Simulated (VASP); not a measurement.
The system is C.

```
CELL_PARAMETERS angstrom
2.45591 0.00000 0.00000
-1.22796 2.12688 0.00000
0.00000 0.00000 7.01063
ATOMIC_POSITIONS crystal
C 0.00000 0.00000 0.25000
C 0.00000 0.00000 0.75000
C 0.33333 0.66667 0.25000
C 0.66667 0.33333 0.75000
```

Base run:

```yaml
Program: VASP 6.6.1
Functional: r2SCAN
Potentials_or_basis: VASP PAW PBE potentials, release 64 (C)
Cutoff: 520 eV
k_mesh: 14 × 14 × 4
Occupations: fermi-dirac, width 0.05 eV
Spin: no spin polarisation
```

Its results: band gap on the k mesh 1.05 eV, direct; pressure 0.7 GPa.

The run is repeated on the same cell with these changes: k mesh from 14 × 14 × 4 to 9 × 9 × 3. What comes out?

Band gap on the k mesh zero (band 8 reaches 4.31 eV, above the bottom of band 9 at 4.29 eV); pressure 0.7 GPa.

Caveats: the PAW data sets were made with another functional, which shifts forces and pressure a little.

A k mesh can miss the band edges.
